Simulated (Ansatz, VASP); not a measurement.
# TaH in VASP and in Ansatz

```
Ta H
1.0
     1.49869    0.86527    2.59192
    -1.49869    0.86527    2.59192
     0.00000   -1.73054    2.59192
Ta H
1 1
Direct
  0.00000 0.00000 0.00000
  0.50000 0.50000 0.50000
```

Change from the starting cell: species swapped into the AgPd type (R-3m, No. 166).

Alike in both runs: functional PBE; k mesh 9 × 9 × 9; occupations gaussian, width 0.2 eV; no spin polarisation.

Ansatz relaxed the structure, and its values are those at the end. VASP's run is a single point on that final structure, the one shown.

|  | VASP | Ansatz |
| --- | --- | --- |
| version | VASP 6.6.1 | Ansatz 0.2.0 |
| potentials or method | VASP PAW PBE potentials, release 64 (Ta_pv, H), cutoff 500 eV | scalar-relativistic, plane waves, PAW |
| valence electrons in the cell | 12 | 14 |

Ansatz gave:

- gap on the k mesh at the Fermi level (eV): none
- pressure (GPa): 0.3

Task: Which values does VASP return?

Result: gap on the k mesh at the Fermi level (eV): none; pressure (GPa): 0.4.

A gap of «none» marks a metal or a gap that the smearing closes. VASP's potentials hold 12 valence electrons a cell and Ansatz's 14, so a difference there can come from the potentials and not from the codes.

Neither program's run includes spin-orbit coupling.
